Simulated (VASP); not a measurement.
# Li2GeAs2 (I4/mmm) in VASP: relaxation of cell and atoms with PBE

Aim: the relaxation of cell and atoms of Li2GeAs2 with PBE.

All numbers are computed with VASP 6.6.1; they aren't measurements. Logs are shortened: lines on timing, memory, paths and dates and some standing lists are left out, and cuts for length are marked.

## (1) The cell of the first run

Symmetry: I4/mmm, No. 139, tetragonal system. The conventional cell has a = 4.157 Å, b = 4.157 Å, c = 10.615 Å, α = 90.00°, β = 90.00°, γ = 90.00°. Li (site symmetry -4m2) has 4 As at 2.54 Å and 4 Li at 2.94 Å and 4 Ge at 3.37 Å within 3.4 Å. Ge (site symmetry 4/mmm) has 10 As at 3.17 to 4.12 Å and 8 Li at 3.37 Å and 4 Ge at 4.16 Å within 4.2 Å. As (site symmetry 4mm) has 1 As at 2.38 Å and 4 Li at 2.54 Å within 3.1 Å.

## (2) Relaxation of cell and atoms, PBE

Input file INCAR:

```
SYSTEM = Li2GeAs2
PREC = Accurate
ENCUT = 600
EDIFF = 1E-6
ISMEAR = 0
SIGMA = 0.1
LREAL = .False.
LASPH = .True.
NELM = 100
ALGO = Normal
ISIF = 3
LWAVE = .False.
LCHARG = .False.
GGA = PE
IBRION = 2
NSW = 100
EDIFFG = -0.01
```

Input file KPOINTS:

```
Automatic mesh
0
Gamma
  12 12 12
  0 0 0
```

Input file POSCAR:

```
Li2GeAs2
1.0
   -2.0784121813      2.0784121813      5.3076077104
    2.0784121813     -2.0784121813      5.3076077104
    2.0784121813      2.0784121813     -5.3076077104
Li Ge As
2 1 2
Direct
    0.7500000000      0.2500000000      0.5000000000
    0.2500000000      0.7500000000      0.5000000000
    0.0000000000      0.0000000000      0.0000000000
    0.3880440972      0.3880440972      0.0000000000
    0.6119559028      0.6119559028      0.0000000000
```

Potentials or basis: VASP PAW PBE potentials, release 64 (Li_sv, Ge_d, As).

The run is started by

```sh
> cat potpaw_PBE.64/Li_sv/POTCAR potpaw_PBE.64/Ge_d/POTCAR potpaw_PBE.64/As/POTCAR > POTCAR
> mpirun -np 1 vasp_std > vasp.out
```

OUTCAR:

```text
SYSTEM = Li2GeAs2
   PREC = Accurate
   ENCUT = 600
   EDIFF = 1E-6
   ISMEAR = 0
   LREAL = .False.
   LASPH = .True.
   NELM = 100
   ISIF = 3
   GGA = PE
   IBRION = 2
   NSW = 100
   EDIFFG = -0.01

 ion  position               nearest neighbor table
   1  0.750  0.250  0.500-   5 2.54   4 2.54   4 2.54   5 2.54
   2  0.250  0.750  0.500-   5 2.54   4 2.54   4 2.54   5 2.54
   3  0.000  0.000  0.000-
   4  0.388  0.388  0.000-   5 2.38   2 2.54   1 2.54   2 2.54   1 2.54
   5  0.612  0.612  0.000-   4 2.38   1 2.54   2 2.54   1 2.54   2 2.54

  LATTYP: Found a body centered tetragonal cell.
 ALAT       =     4.1568243626
 C/A-ratio  =     2.5536838930

  Lattice vectors:

 A1 = (  -2.0784121813,   2.0784121813,   5.3076077104)
 A2 = (   2.0784121813,  -2.0784121813,   5.3076077104)
 A3 = (   2.0784121813,   2.0784121813,  -5.3076077104)

Analysis of symmetry for initial positions (statically):
=====================================================================
 Subroutine PRICEL returns:
 Original cell was already a primitive cell.

 Routine SETGRP: Setting up the symmetry group for a
 body centered tetragonal supercell.

 Subroutine GETGRP returns: Found 16 space group operations
 (whereof 16 operations were pure point group operations)
 out of a pool of 16 trial point group operations.

The static configuration has the point symmetry D_4h.

Analysis of symmetry for dynamics (positions and initial velocities):
=====================================================================
 Subroutine PRICEL returns:
 Original cell was already a primitive cell.

 Routine SETGRP: Setting up the symmetry group for a
 body centered tetragonal supercell.

 Subroutine GETGRP returns: Found 16 space group operations
 (whereof 16 operations were pure point group operations)
 out of a pool of 16 trial point group operations.

The dynamic configuration has the point symmetry D_4h.

 Subroutine INISYM returns: Found 16 space group operations
 (whereof 16 operations are pure point group operations),
 and found     1 'primitive' translations

----------------------------------------------------------------------------------------

                                     Primitive cell

  volume of cell :      91.7112

  direct lattice vectors                    reciprocal lattice vectors
    -2.078412181  2.078412181  5.307607710     0.000000000  0.240568259  0.094204400
     2.078412181 -2.078412181  5.307607710     0.240568259  0.000000000  0.094204400
     2.078412181  2.078412181 -5.307607710     0.240568259  0.240568259  0.000000000

  length of vectors
     6.067148754  6.067148754  6.067148754     0.258355484  0.258355484  0.340214895

  position of ions in fractional coordinates (direct lattice)
     0.750000000  0.250000000  0.500000000
     0.250000000  0.750000000  0.500000000
     0.000000000  0.000000000  0.000000000
     0.388044097  0.388044097  0.000000000
     0.611955903  0.611955903  0.000000000

  ion indices of the primitive-cell ions
   primitive index   ion index
                 1           1
                 2           2
                 3           3
                 4           4
                 5           5

----------------------------------------------------------------------------------------

 KPOINTS: Automatic mesh

Automatic generation of k-mesh.
 Grid dimensions read from file:
 generate k-points for:   12   12   12

 Generating k-lattice:

  Cartesian coordinates                     Fractional coordinates (reciprocal lattice)
     0.000000000  0.020047355  0.007850367     0.083333333 -0.000000000  0.000000000
     0.020047355  0.000000000  0.007850367    -0.000000000  0.083333333  0.000000000
     0.020047355  0.020047355  0.000000000     0.000000000  0.000000000  0.083333333

  Length of vectors
     0.021529624  0.021529624  0.028351241

  Shift w.r.t. Gamma in fractional coordinates (k-lattice)
     0.000000000  0.000000000  0.000000000

 Subroutine IBZKPT returns following result:
 ===========================================

 Found    163 irreducible k-points:

 Following reciprocal coordinates:
            Coordinates               Weight
  0.000000  0.000000  0.000000      1.000000
  0.083333  0.000000  0.000000      8.000000
  0.166667 -0.000000  0.000000      8.000000
  0.250000 -0.000000  0.000000      8.000000
  0.333333  0.000000 -0.000000      8.000000
  0.416667  0.000000 -0.000000      8.000000
[... 16 lines left out ...]
  0.500000  0.166667  0.000000     16.000000
 -0.416667  0.166667  0.000000     16.000000
 [... further k-points ...]
   k-points           NKPTS =    163   k-points in BZ     NKDIM =    163   number of bands    NBANDS=     19
   number of dos      NEDOS =    301   number of ions     NIONS =      5
   total plane-waves  NPLWV = 110592
   dimension x,y,z NGX =    48 NGY =   48 NGZ =   48
   dimension x,y,z NGXF=    96 NGYF=   96 NGZF=   96
   ions per type =               2   1   2
   NGX,Y,Z   is equivalent  to a cutoff of  13.15, 13.15, 13.15 a.u.
   NGXF,Y,Z  is equivalent  to a cutoff of  26.30, 26.30, 26.30 a.u.
 SYSTEM =  Li2GeAs2
   PREC   = accura    normal or accurate (medium, high low for compatibility)
   ISTART =      0    job   : 0-new  1-cont  2-samecut
   ICHARG =      2    charge: 1-file 2-atom 10-const
   ISPIN  =      1    spin polarized calculation?
   LNONCOLLINEAR =      F non collinear calculations
   LSORBIT =      F    spin-orbit coupling
   LASPH  =      T    aspherical Exc in radial PAW
   ENCUT  =  600.0 eV  44.10 Ry    6.64 a.u.  12.12 12.12 12.12*2*pi/ulx,y,z
   NELM   =    100;   NELMIN=  2; NELMDL= -5     # of ELM steps
   EDIFF  = 0.1E-05   stopping-criterion for ELM
   LREAL  =      F    real-space projection
   EDIFFG = -.1E-01   stopping-criterion for IOM
   NSW    =    100    number of steps for IOM
   IBRION =      2    ionic relax: 0-MD 1-quasi-New 2-CG
   NFREE  =      1    steps in history (QN), initial steepest desc. (CG)
   ISIF   =      3    stress and relaxation
   ISYM   =      2    0-nonsym 1-usesym 2-fastsym
   POTIM  = 0.5000    time-step for ionic-motion
   TEBEG  =    0.0;   TEEND  =   0.0 temperature during run
   PSTRESS=    0.0 pullay stress
   NELECT =      30.0000    total number of electrons
   NUPDOWN=      -1.0000    fix difference up-down
   EMIN   =  10.00;   EMAX   =-10.00  energy-range for DOS
   EFERMI =   0.00;   METHOD = LEGACY
   ISMEAR =     0;   SIGMA  =   0.10  broadening in eV -4-tet -1-fermi 0-gaus
   EFERMI_NEDOS =   21; number of points for ismear=-14 and -15
   IALGO  =     38    algorithm
   IMIX   =      4    mixing-type and parameters
     AMIX     =   0.40;   BMIX     =  1.00
     AMIX_MAG =   1.60;   BMIX_MAG =  1.00
  volume/ion in A,a.u.               =      18.34       123.78
  Fermi-wavevector in a.u.,A,eV,Ry     =   1.127997  2.131605 17.311737  1.272377
  Thomas-Fermi vector in A             =   2.264685
   LORBIT       =      0    0 simple, 1 ext, 2 COOP (PROOUT), +10 PAW based schemes
   GGA     = PE    functional components
   LHFCALC =     F    Hartree Fock is set to
   AEXX    =    0.0000 exact exchange contribution
   IVDW    =     0    specifies the selected vdW correction
   LEPSILON=     F    determine dielectric tensor
   LRPA    =     F    only Hartree local field effects (RPA)
 conjugate gradient relaxation of ions
 non-spin polarized calculation
 Gauss-broadening in eV      SIGMA  =   0.10
  energy-cutoff  :      600.00
  volume of cell :       91.71
 maximum number of plane-waves:      3094
   NGX = 25   NGY = 25   NGZ = 25

--------------------------------------- Ionic step        1  -------------------------------------------

 number of electron      29.9999994 magnetization

 Free energy of the ion-electron system (eV)
  ---------------------------------------------------
  ext. energy  EPLUGINS =         0.00000000
  ---------------------------------------------------
  free energy    TOTEN  =       -18.51928806 eV

  energy without entropy =      -18.51317894  energy(sigma->0) =      -18.51623350

------------------------ aborting loop because EDIFF is reached ----------------------------------------

  FORCE on cell =-STRESS in cart. coord.  units (eV):
  Direction    XX          YY          ZZ          XY          YZ          ZX
  --------------------------------------------------------------------------------------
  -------------------------------------------------------------------------------------
  Total        0.0096568      0.0096568      0.4165494      0.0000000      0.0000000      0.0000000
  in kB        0.1687030      0.1687030      7.2770437      0.0000000      0.0000000      0.0000000
  external PRESSURE =       2.5381499 kB  Pullay stress =       0.0000000 kB
[... 63 lines left out ...]
  energy  without entropy=      -18.5146913764  energy(sigma->0) =      -18.51761693

--------------------------------------- Ionic step        3  -------------------------------------------

 number of electron      29.9999993 magnetization

 Free energy of the ion-electron system (eV)
  ---------------------------------------------------
  ext. energy  EPLUGINS =         0.00000000
  ---------------------------------------------------
  free energy    TOTEN  =       -18.52110098 eV

  energy without entropy =      -18.51519487  energy(sigma->0) =      -18.51814792

 E-fermi :   4.3327     XC(G=0):  -9.5382

 val. band max:        4.3083190098   @ k =  -0.1667  -0.4167   0.1667
 cond. band min:       4.3353644251   @ k =   0.2500   0.2500   0.1667
 fundamental gap:      0.0270454153
 Fermi energy:         4.3327165260

 k-point     1 :       0.0000    0.0000    0.0000
  band No.  band energies     occupation
      1     -41.8084      2.00000
      2     -41.7871      2.00000
      3     -21.1647      2.00000
      4     -21.1624      2.00000
      5     -21.0995      2.00000
      6     -21.0995      2.00000
[... 11 lines left out ...]
     18       7.5744      0.00000
     19       7.5744      0.00000
[... 489 lines left out ...]
      3     -21.1639      2.00000
      4     -21.1620      2.00000
      5     -21.1004      2.00000
      6     -21.0996      2.00000
[... 11 lines left out ...]
     18       6.2565      0.00000
     19       7.0588      0.00000

 [... further k-points ...]
[... 5 lines left out ...]
  --------------------------------------------------------------------------------------
  -------------------------------------------------------------------------------------
  Total        0.0235565      0.0235565     -0.0452705      0.0000000      0.0000000      0.0000000
  in kB        0.4104205      0.4104205     -0.7887411      0.0000000      0.0000000      0.0000000
  external PRESSURE =       0.0107000 kB  Pullay stress =       0.0000000 kB
[... 20 lines left out ...]
  FREE ENERGIE OF THE ION-ELECTRON SYSTEM (eV)
  ---------------------------------------------------
  free  energy   TOTEN  =       -18.5211009770 eV

  energy  without entropy=      -18.5151948715  energy(sigma->0) =      -18.51814792

 reached required accuracy - stopping structural energy minimisation
```

Wall time 22 min (1 thread of AMD EPYC 7R43 (Zen 3), shared host); peak memory 0.56 GiB.

Results:

* Free energy: -18.5211 eV
* Relaxed volume: 18.39 Å³/atom
* Relaxed cell: a = 6.079 Å, b = 6.079 Å, c = 6.079 Å, α = 140.01°, β = 140.01°, γ = 57.83°
* Space group after relaxing (to 0.05 Å): I4/mmm (No. 139)
* Energy gained by relaxing: 0.4 meV/atom
* Ionic steps: 3
* Pressure after relaxing: 0.0 GPa
* Largest force after relaxing: 0.010 eV/Å
* Band gap on the k mesh: zero (band 15 reaches 4.84 eV, above the bottom of band 16 at 3.04 eV)

Forces in eV/Å, atoms in the order of the input:
```
Li   0.000  0.000  0.000
Li   0.000  0.000  0.000
Ge   0.000  0.000  0.000
As   0.000  0.000 -0.010
As   0.000  0.000  0.010
```

Stress tensor (GPa, compression positive):
```
 0.04  0.00  0.00
 0.00  0.04  0.00
 0.00  0.00 -0.08
```

The path:
```csv
step,energy change (eV),largest force (eV/Å),pressure (GPa),volume (Å³)
1,0.0000,0.2037,0.25,91.71
2,-0.0013,0.0928,-0.14,92.10
3,-0.0018,0.0097,0.00,91.96
```

Final structure:
```
Li Ge As
1.0
    -2.07854    2.07854    5.32128
     2.07854   -2.07854    5.32128
     2.07854    2.07854   -5.32128
Li Ge As
2 1 2
Direct
  0.75000 0.25000 0.50000
  0.25000 0.75000 0.50000
  0.00000 0.00000 0.00000
  0.38745 0.38745 0.00000
  0.61255 0.61255 0.00000
```

Levels at points of the mesh, in eV from the Fermi level:
| k point | band 11 | band 12 | band 13 | band 14 | band 15 | band 16 | band 17 | band 18 | band 19 |
| --- | --- | --- | --- | --- | --- | --- | --- | --- | --- |
| (0.00, 0.00, 0.00) | -4.65 | -2.72 | -2.72 | -1.24 | -1.24 | -0.99 | 2.83 | 3.24 | 3.24 |
| (0.50, 0.00, 0.00) | -4.52 | -2.58 | -1.91 | -1.52 | -0.19 | -0.13 | 0.60 | 1.29 | 2.89 |
| (0.50, 0.50, 0.00) | -5.14 | -4.91 | -3.74 | -2.28 | -1.42 | -1.29 | 2.45 | 2.68 | 3.78 |
| (0.50, 0.50, 0.50) | -3.34 | -3.34 | -2.70 | 0.18 | 0.51 | 0.51 | 1.21 | 2.69 | 2.69 |

Caveat: the cutoff is under 1.25 times the usual one of these potentials, so pressure, stress and relaxed cells hold a basis-set (Pulay) error.
